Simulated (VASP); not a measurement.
# Sc3B2Sb (P-6m2) in VASP: notebook, part 3 of 3

VASP 6.6.1. Earlier steps stand in the parts before.

### 4 Single point, PBE

This run uses another cell than the first one, of 21.07 Å³/atom.

INCAR reads:

```
PREC = Accurate ; ENCUT = 520
EDIFF = 1E-7 ; ISMEAR = 0
SIGMA = 0.1 ; LREAL = False
LASPH = True ; NELM = 80
ALGO = Normal ; ISIF = 2
LWAVE = False ; LCHARG = True
GGA = PE ; LELF = True
LVHAR = True ; NBANDS = 31
```

KPOINTS reads:

```
Automatic mesh
0
Gamma
  3 3 6
```

POSCAR reads:

```
Sc3B2Sb
1.0
    6.7914150554      0.0000000000      0.0000000000
   -3.3957075277      5.8815379656      0.0000000000
    0.0000000000      0.0000000000      3.1656057548
Sc B Sb
3 2 1
Direct
    0.4836377173      0.5163622827      0.0000000000
    0.4836377173      0.9672754346      0.0000000000
    0.0327245654      0.5163622827      0.0000000000
    0.6666666667      0.3333333333      0.0000000000
    0.6666666667      0.3333333333      0.5000000000
    0.0000000000      0.0000000000      0.0000000000
```

Potentials or basis: VASP PAW PBE potentials, release 64 (Sc_sv, B, Sb).

On the command line:

```console
$ cat potpaw_PBE.64/Sc_sv/POTCAR potpaw_PBE.64/B/POTCAR potpaw_PBE.64/Sb/POTCAR > POTCAR
$ mpirun -np 1 vasp_std > vasp.out
```

OUTCAR:

```text
PREC = Accurate
   ENCUT = 520
   EDIFF = 1E-7
   ISMEAR = 0
   LREAL = False
   LASPH = True
   NELM = 80
   ISIF = 2
   GGA = PE

 ion  position               nearest neighbor table
   1  0.484  0.516  0.000-   4 2.15   5 2.67   5 2.67   2 3.06   3 3.06   6 3.40   6 3.40
   2  0.484  0.967  0.000-   4 2.15   5 2.67   5 2.67   3 3.06   1 3.06   6 3.40   6 3.40
   3  0.033  0.516  0.000-   4 2.15   5 2.67   5 2.67   2 3.06   1 3.06   6 3.40   6 3.40
   4  0.667  0.333  0.000-   5 1.58   5 1.58   2 2.15   3 2.15   1 2.15
   5  0.667  0.333  0.500-   4 1.58   4 1.58   2 2.67   2 2.67   3 2.67   3 2.67   1 2.67   1 2.67

   6  0.000  0.000  0.000-   1 3.40   3 3.40   3 3.40   1 3.40   2 3.40   2 3.40

  LATTYP: Found a hexagonal cell.
 ALAT       =     6.7914150554
 C/A-ratio  =     0.4661187292

  Lattice vectors:

 A1 = (   6.7914150554,   0.0000000000,   0.0000000000)
 A2 = (  -3.3957075277,   5.8815379656,   0.0000000000)
 A3 = (   0.0000000000,   0.0000000000,   3.1656057548)

Analysis of symmetry for initial positions (statically):
=====================================================================
 Subroutine PRICEL returns:
 Original cell was already a primitive cell.

 Routine SETGRP: Setting up the symmetry group for a
 hexagonal supercell.

 Subroutine GETGRP returns: Found 12 space group operations
 (whereof 12 operations were pure point group operations)
 out of a pool of 24 trial point group operations.

The static configuration has the point symmetry D_3h.

Analysis of symmetry for dynamics (positions and initial velocities):
=====================================================================
 Subroutine PRICEL returns:
 Original cell was already a primitive cell.

 Routine SETGRP: Setting up the symmetry group for a
 hexagonal supercell.

 Subroutine GETGRP returns: Found 12 space group operations
 (whereof 12 operations were pure point group operations)
 out of a pool of 24 trial point group operations.

The dynamic configuration has the point symmetry D_3h.

 Subroutine INISYM returns: Found 12 space group operations
 (whereof 12 operations are pure point group operations),
 and found     1 'primitive' translations

----------------------------------------------------------------------------------------

                                     Primitive cell

  volume of cell :     126.4468

  direct lattice vectors                    reciprocal lattice vectors
     6.791415055  0.000000000  0.000000000     0.147244719  0.085011778  0.000000000
    -3.395707528  5.881537966  0.000000000     0.000000000  0.170023556  0.000000000
     0.000000000  0.000000000  3.165605755     0.000000000  0.000000000  0.315895306

  length of vectors
     6.791415055  6.791415055  3.165605755     0.170023556  0.170023556  0.315895306

  position of ions in fractional coordinates (direct lattice)
     0.483637717  0.516362283  0.000000000
     0.483637717  0.967275435  0.000000000
     0.032724565  0.516362283  0.000000000
     0.666666667  0.333333333  0.000000000
     0.666666667  0.333333333  0.500000000
     0.000000000  0.000000000  0.000000000

  ion indices of the primitive-cell ions
   primitive index   ion index
                 1           1
                 2           2
[... 36 lines left out ...]
  0.000000  0.000000  0.166667      2.000000
  0.333333  0.000000  0.166667     12.000000
  0.333333  0.333333  0.166667      4.000000
  0.000000  0.000000  0.333333      2.000000
  0.333333  0.000000  0.333333     12.000000
  0.333333  0.333333  0.333333      4.000000
  0.000000  0.000000  0.500000      1.000000
  0.333333  0.000000  0.500000      6.000000
  0.333333  0.333333  0.500000      2.000000
   k-points           NKPTS =     12   k-points in BZ     NKDIM =     12   number of bands    NBANDS=     31
   number of dos      NEDOS =    301   number of ions     NIONS =      6
   total plane-waves  NPLWV =  69984
   dimension x,y,z NGX =    54 NGY =   54 NGZ =   24
   dimension x,y,z NGXF=   108 NGYF=  108 NGZF=   48
   ions per type =               3   2   1
   NGX,Y,Z   is equivalent  to a cutoff of  13.22, 13.22, 12.60 a.u.
   NGXF,Y,Z  is equivalent  to a cutoff of  26.44, 26.44, 25.21 a.u.
 SYSTEM =  unknown system
   PREC   = accura    normal or accurate (medium, high low for compatibility)
   ISTART =      0    job   : 0-new  1-cont  2-samecut
   ICHARG =      2    charge: 1-file 2-atom 10-const
   ISPIN  =      1    spin polarized calculation?
   LNONCOLLINEAR =      F non collinear calculations
   LSORBIT =      F    spin-orbit coupling
   LASPH  =      T    aspherical Exc in radial PAW
   ENCUT  =  520.0 eV  38.22 Ry    6.18 a.u.  12.63 12.63  5.89*2*pi/ulx,y,z
   NELM   =     80;   NELMIN=  2; NELMDL= -5     # of ELM steps
   EDIFF  = 0.1E-06   stopping-criterion for ELM
   LREAL  =      F    real-space projection
   EDIFFG = 0.1E-05   stopping-criterion for IOM
   NSW    =      0    number of steps for IOM
   IBRION =     -1    ionic relax: 0-MD 1-quasi-New 2-CG
   NFREE  =      0    steps in history (QN), initial steepest desc. (CG)
   ISIF   =      2    stress and relaxation
   ISYM   =      2    0-nonsym 1-usesym 2-fastsym
   POTIM  = 0.5000    time-step for ionic-motion
   TEBEG  =    0.0;   TEEND  =   0.0 temperature during run
   PSTRESS=    0.0 pullay stress
   NELECT =      44.0000    total number of electrons
   NUPDOWN=      -1.0000    fix difference up-down
   EMIN   =  10.00;   EMAX   =-10.00  energy-range for DOS
   EFERMI =   0.00;   METHOD = LEGACY
   ISMEAR =     0;   SIGMA  =   0.10  broadening in eV -4-tet -1-fermi 0-gaus
   EFERMI_NEDOS =   21; number of points for ismear=-14 and -15
   IALGO  =     38    algorithm
   IMIX   =      4    mixing-type and parameters
     AMIX     =   0.40;   BMIX     =  1.00
     AMIX_MAG =   1.60;   BMIX_MAG =  1.00
  volume/ion in A,a.u.               =      21.07       142.22
  Fermi-wavevector in a.u.,A,eV,Ry     =   1.151480  2.175982 18.040048  1.325906
  Thomas-Fermi vector in A             =   2.288137
   LORBIT       =      0    0 simple, 1 ext, 2 COOP (PROOUT), +10 PAW based schemes
   GGA     = PE    functional components
   LHFCALC =     F    Hartree Fock is set to
   AEXX    =    0.0000 exact exchange contribution
   IVDW    =     0    specifies the selected vdW correction
   LEPSILON=     F    determine dielectric tensor
   LRPA    =     F    only Hartree local field effects (RPA)
 non-spin polarized calculation
 Gauss-broadening in eV      SIGMA  =   0.10
  energy-cutoff  :      520.00
  volume of cell :      126.45
 maximum number of plane-waves:      3456
 NGX is ok and might be reduce to    50
   NGX = 25   NGY = 25   NGZ = 11

 number of electron      44.0000004 magnetization

 Free energy of the ion-electron system (eV)
  ---------------------------------------------------
  ext. energy  EPLUGINS =         0.00000000
  ---------------------------------------------------
  free energy    TOTEN  =       -35.95315572 eV

  energy without entropy =      -35.91155662  energy(sigma->0) =      -35.93235617

 E-fermi :   4.3690     XC(G=0):  -9.6580

 val. band max:        4.3631347563   @ k =   0.0000   0.0000   0.1667
 cond. band min:       4.3703523966   @ k =   0.3333   0.0000   0.3333
 fundamental gap:      0.0072176403
 Fermi energy:         4.3689542362

 k-point     1 :       0.0000    0.0000    0.0000
  band No.  band energies     occupation
      1     -45.3366      2.00000
      2     -45.3013      2.00000
      3     -45.3013      2.00000
      4     -24.1530      2.00000
      5     -24.1530      2.00000
      6     -24.0922      2.00000
[... 397 lines left out ...]
     30       6.8304      0.00000
     31       7.2854      0.00000

------------------------ aborting loop because EDIFF is reached ----------------------------------------

  FORCE on cell =-STRESS in cart. coord.  units (eV):
  Direction    XX          YY          ZZ          XY          YZ          ZX
  --------------------------------------------------------------------------------------
  -------------------------------------------------------------------------------------
  Total       -0.0019323     -0.0019323      0.0044406      0.0000000      0.0000000      0.0000000
  in kB       -0.0244843     -0.0244843      0.0562661      0.0000000      0.0000000      0.0000000
  external PRESSURE =       0.0024325 kB  Pullay stress =       0.0000000 kB

 VOLUME and BASIS-vectors are now :
 -----------------------------------------------------------------------------
  energy-cutoff  :      520.00
  volume of cell :      126.45
      direct lattice vectors                 reciprocal lattice vectors
     6.791415055  0.000000000  0.000000000     0.147244719  0.085011778  0.000000000
    -3.395707528  5.881537966  0.000000000     0.000000000  0.170023556  0.000000000
     0.000000000  0.000000000  3.165605755     0.000000000  0.000000000  0.315895306

 POSITION                                       TOTAL-FORCE (eV/Angst)
 -----------------------------------------------------------------------------------
      1.53117      3.03700      0.00000         0.003429     -0.001980      0.000000
      0.00000      5.68907      0.00000        -0.000000      0.003960     -0.000000
     -1.53117      3.03700      0.00000        -0.003429     -0.001980      0.000000
      3.39571      1.96051      0.00000        -0.000000     -0.000000     -0.000000
      3.39571      1.96051      1.58280        -0.000000     -0.000000     -0.000000
      0.00000      0.00000      0.00000        -0.000000     -0.000000     -0.000000
 -----------------------------------------------------------------------------------
    total drift:                               -0.000000      0.000000     -0.000000

  FREE ENERGIE OF THE ION-ELECTRON SYSTEM (eV)
  ---------------------------------------------------
  free  energy   TOTEN  =       -35.9531557194 eV

  energy  without entropy=      -35.9115566246  energy(sigma->0) =      -35.93235617
```

OSZICAR:

```text
N       E                     dE             d eps       ncg     rms          rms(c)
DAV:   1     0.721379937283E+03    0.72138E+03   -0.18988E+04   744   0.136E+03
DAV:   2     0.232517083067E+02   -0.69813E+03   -0.68500E+03   968   0.583E+02
DAV:   3    -0.437536152920E+02   -0.67005E+02   -0.64415E+02  1258   0.209E+02
DAV:   4    -0.471011855832E+02   -0.33476E+01   -0.32880E+01  1248   0.449E+01
DAV:   5    -0.471692043817E+02   -0.68019E-01   -0.67696E-01  1232   0.819E+00    0.159E+01
DAV:   6    -0.361989468279E+02    0.10970E+02   -0.66974E+01  1148   0.450E+01    0.458E+00
DAV:   7    -0.359965246193E+02    0.20242E+00   -0.41581E+00  1216   0.186E+01    0.292E+00
DAV:   8    -0.359595078742E+02    0.37017E-01   -0.29442E-01  1194   0.435E+00    0.107E+00
DAV:   9    -0.359528625643E+02    0.66453E-02   -0.37558E-02  1288   0.172E+00    0.299E-01
DAV:  10    -0.359530967328E+02   -0.23417E-03   -0.63562E-03  1248   0.685E-01    0.950E-02
DAV:  11    -0.359531315590E+02   -0.34826E-04   -0.56175E-04  1176   0.200E-01    0.547E-02
DAV:  12    -0.359531574744E+02   -0.25915E-04   -0.64081E-05  1168   0.867E-02    0.140E-02
DAV:  13    -0.359531564730E+02    0.10013E-05   -0.79946E-06  1192   0.245E-02    0.427E-03
DAV:  14    -0.359531558055E+02    0.66751E-06   -0.31192E-06  1112   0.126E-02    0.179E-03
DAV:  15    -0.359531557194E+02    0.86107E-07   -0.93848E-07  1080   0.586E-03
   1 F= -.35953156E+02 E0= -.35932356E+02  d E =-.415991E-01
```

stdout:

```text
POSCAR found type information on POSCAR ScB Sb
 POSCAR found :  3 types and       6 ions
 scaLAPACK will be used
 LDA part: xc-table for (Slater+PW92), standard interpolation
 POSCAR, INCAR and KPOINTS ok, starting setup
 FFT: planning ... GRIDC
 FFT: planning ... GRID_SOFT
 FFT: planning ... GRID
 WAVECAR not read
 entering main loop
```

It took 51 s on 1 thread of Intel Xeon Platinum 8488C (Sapphire Rapids), shared host; peak memory 0.26 GiB.

What came out:

- Free energy: -35.9532 eV
- Pressure: 0.0 GPa
- Largest force: 0.004 eV/Å
- Band gap on the k mesh: zero (bands 22 and 23 overlap by 0.94 eV)

Forces on the atoms (eV/Å):
```
Sc   0.003 -0.002  0.000
Sc   0.000  0.004  0.000
Sc  -0.003 -0.002  0.000
B    0.000  0.000  0.000
B    0.000  0.000  0.000
Sb   0.000  0.000  0.000
```

Levels at points of the mesh, in eV from the Fermi level:
```
           k point  band 19  band 20  band 21  band 22  band 23  band 24  band 25  band 26  band 27  band 28
(0.00, 0.00, 0.00)    -2.55    -2.27    -0.55    -0.12    -0.12     0.52     0.52     0.93     2.36     2.36
(0.00, 0.00, 0.50)    -1.53    -1.53    -0.58    -0.33    -0.33     0.29     0.29     0.63     1.42     1.42
```

Caveat: spin-orbit coupling is left out, which moves the levels of the heavy elements.

### 5 Relaxation of cell and atoms, PBE

INCAR reads:

```
PREC = Accurate ; ENCUT = 600
EDIFF = 1E-6 ; ISMEAR = 0
SIGMA = 0.1 ; LREAL = False
LASPH = True ; NELM = 80
ALGO = Normal ; ISIF = 3
LWAVE = False ; LCHARG = False
GGA = PE ; IBRION = 2
NSW = 90 ; EDIFFG = -0.04
```

KPOINTS reads:

```
regular mesh
0
Gamma
  3 3 4
```

POSCAR reads:

```
Sc3B2Sb
1.0
    5.8527582500      0.0000000000      0.0000000000
   -2.9263791200      5.0686373200      0.0000000000
    0.0000000000      0.0000000000      4.0827606600
Sc B Sb
3 2 1
Direct
    0.4671821400      0.5328178600      0.0000000000
    0.4671821400      0.9343642700      0.0000000000
    0.0656357300      0.5328178600      0.0000000000
    0.6666666700      0.3333333300      0.0000000000
    0.6666666700      0.3333333300      0.5000000000
    0.0000000000      0.0000000000      0.0000000000
```

On the command line:

```console
$ cat potpaw_PBE.64/Sc_sv/POTCAR potpaw_PBE.64/B/POTCAR potpaw_PBE.64/Sb/POTCAR > POTCAR
$ mpirun -np 1 vasp_std > vasp.out
```

Wall time 3.6 min (1 thread of Intel Xeon Platinum 8488C (Sapphire Rapids), shared host); peak memory 0.31 GiB.

It converged, with:

* Free energy: -35.9480 eV
* Relaxed volume: 21.05 Å³/atom
* Relaxed cell: a = 6.763 Å, b = 6.763 Å, c = 3.188 Å, α = 90.00°, β = 90.00°, γ = 120.00°
* Space group after relaxing (to 0.1 Å): P-6m2 (No. 187)
* Energy gained by relaxing: 1090.5 meV/atom
* Ionic steps: 8
* Pressure after relaxing: 0.1 GPa
* Largest force after relaxing: 0.022 eV/Å
* Band gap on the k mesh: zero (bands 22 and 23 overlap by 0.95 eV)

Forces in eV/Å, atoms in the order of the input:
```
Sc  -0.019  0.011  0.000
Sc   0.000 -0.022  0.000
Sc   0.019  0.011  0.000
B    0.000  0.000  0.000
B    0.000  0.000  0.000
Sb   0.000  0.000  0.000
```

Stress tensor (GPa, compression positive):
```
 0.14  0.00  0.00
 0.00  0.14  0.00
 0.00  0.00 -0.01
```

Step by step:
```csv
step,energy change (eV),largest force (eV/Å),pressure (GPa),volume (Å³)
1,0.0000,3.4434,7.43,121.12
2,-5.7763,0.0244,-4.37,134.89
3,-6.2168,0.4689,-4.65,137.44
4,-6.2848,0.6060,-4.41,138.35
5,-6.4038,0.5756,1.92,126.11
6,-6.4735,0.5844,-0.75,130.45
7,-6.5343,0.2346,-0.26,127.74
8,-6.5431,0.0219,0.09,126.27
```

Final structure:
```
Sc B Sb
1.0
     6.76303    0.00000    0.00000
    -3.38151    5.85696    0.00000
     0.00000    0.00000    3.18788
Sc B Sb
3 2 1
Direct
  0.48375 0.51625 0.00000
  0.48375 0.96749 0.00000
  0.03251 0.51625 0.00000
  0.66667 0.33333 0.00000
  0.66667 0.33333 0.50000
  0.00000 0.00000 0.00000
```

Levels at points of the mesh, in eV from the Fermi level:
```csv
k point,band 21,band 22,band 23,band 24,band 25,band 26
"(0.00, 0.00, 0.00)",-0.56,-0.05,-0.05,0.61,0.61,1.04
"(0.00, 0.00, 0.50)",-0.50,-0.23,-0.23,0.38,0.38,0.65
```

Caveat: the k points lie up to 0.49 Å⁻¹ apart in the final cell, too coarse for converged energies and pressures of a metal; a cell axis changed by over 15 % at a fixed basis, so the end point is rough; spin-orbit coupling is left out, which moves the levels of the heavy elements.

### 6 Summary

```csv
task,cell,k mesh,cutoff (eV),gap on the mesh (eV),pressure (GPa),largest force (eV/Å)
single point,"a = 5.853, b = 5.853, c = 4.083 Å, angles 90.0, 90.0, 120.0°, 6 atoms, atomic positions A",3 × 3 × 4,520,none,7.4,3.44
single point,"a = 6.759, b = 6.759, c = 3.187 Å, angles 90.0, 90.0, 120.0°, 6 atoms, atomic positions B",3 × 3 × 4,520,none,0.2,0.03
single point,"a = 6.791, b = 6.791, c = 3.166 Å, angles 90.0, 90.0, 120.0°, 6 atoms, atomic positions B",3 × 3 × 6,520,none,0.0,-
relaxation of cell and atoms,"relaxed from a = 5.853, b = 5.853, c = 4.083 Å, angles 90.0, 90.0, 120.0°, 6 atoms, atomic positions A",3 × 3 × 4,600,none,0.1,0.02
```

Alike in all rows: level PBE; potentials or basis VASP PAW PBE potentials, release 64 (Sc_sv, B, Sb); no spin polarisation; smearing gaussian 0.1 eV.

Caveats: some runs use coarse meshes; spin-orbit coupling is left out, which moves the levels of the heavy elements; forces of over 1 eV/Å act on the atoms, so gaps and moduli don't describe the material at rest (at least some runs); a cell axis changed by over 15 % at a fixed basis, so the end point is rough (at least some runs).

Absolute energies hang on the potentials; compare differences alone.
